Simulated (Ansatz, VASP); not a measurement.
# Al3C2: VASP beside Ansatz

```xyz
5
Lattice="5.3341 0.0000 0.0000 -2.6671 4.6195 0.0000 0.0000 0.0000 2.8804" Properties=species:S:1:pos:R:3 pbc="T T T"
Al    2.6671    0.0000    1.4402
Al   -1.3335    2.3098    1.4402
Al    1.3335    2.3098    1.4402
C     0.0000    3.0797    2.8802
C     2.6671    1.5398    0.0002
```

Alike in both runs: functional PBE; k mesh 6 × 6 × 4; occupations gaussian, width 0.1 eV; no spin polarisation.

Ansatz relaxed the structure, and its values are those at the end. VASP's run is a single point on that final structure, the one shown.

|  | VASP | Ansatz |
| --- | --- | --- |
| version | VASP 6.6.1 | Ansatz 0.2.0 |
| potentials or method | VASP PAW PBE potentials, release 64 (Al, C), cutoff 520 eV | scalar-relativistic, plane waves, PAW |
| valence electrons in the cell | 17 | 17 |

```csv
,VASP,Ansatz,Ansatz less VASP
gap on the k mesh at the Fermi level (eV),none,none,-
pressure (GPa),0.1,0.1,+0.02
```

A gap of «none» marks a metal or a gap that the smearing closes. The functional is the same, so the differences come from potentials, cutoffs and numerics.

The k mesh is coarse, so the values compare programs but aren't converged.
